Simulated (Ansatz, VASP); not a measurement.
# ClO: VASP beside Ansatz

The input INCAR:

```
  ALGO = Normal
  EDIFF = 1E-6
  ENCUT = 600
  GGA = PS
  GGA_COMPAT = F
  ISIF = 2
  ISMEAR = 0
  LASPH = T
  LCHARG = T
  LELF = T
  LREAL = F
  LVHAR = T
  LWAVE = F
  NBANDS = 14
  NELM = 120
  PREC = Accurate
  SIGMA = 0.1
```

File KPOINTS:

```
k-points
0
Gamma
  7 7 7
```

POSCAR

```
ClO
1.0
    3.1852167900      0.0000000000      0.0000000000
    0.0000000000      3.1852167900      0.0000000000
    0.0000000000      0.0000000000      3.1852167900
Cl O
1 1
Direct
    0.0000000000     -0.0313950373      0.0000000000
    0.5000000016      0.5000000016      0.5000000016
```

Input for Ansatz:

```yaml
crystal:
  lattice:
    - [3.18521679, 0.0, 0.0]
    - [0.0, 3.18521679, 0.0]
    - [0.0, 0.0, 3.18521679]
  atoms:
    - { symbol: Cl, position: [0.0, -0.03139503732177677, 0.0] }
    - { symbol: O, position: [0.5000000015697519, 0.5000000015697519, 0.5000000015697519] }
kpoints:
  mp_grid:
    grid: [7, 7, 7]
    shift: [0.0, 0.0, 0.0]
hamiltonian:
  xc: pbesol
scf:
  occupations:
    method: gaussian
    width: 0.1
output:
  forces: true
```

Alike in both runs: task single point; functional PBEsol; k mesh 7 × 7 × 7; occupations gaussian, width 0.1 eV; no spin polarisation.

|  | VASP | Ansatz |
| --- | --- | --- |
| version | VASP 6.6.1 | Ansatz 0.2.0 |
| potentials or method | VASP PAW PBE potentials, release 64 (Cl, O) | plane waves, PAW |
| plane-wave cutoff (eV) | 600 | 420 |
| valence electrons in the cell | 13 | 13 |

```csv
,VASP,Ansatz,Ansatz less VASP
rms of the force components (eV/Å),0.201,0.201,0.0000
```

VASP's potentials were made for PBE, not for PBEsol. Atom by atom the forces differ by 0.000 eV/Å (rms over components). The functional is the same, so the differences come from potentials, cutoffs and numerics.
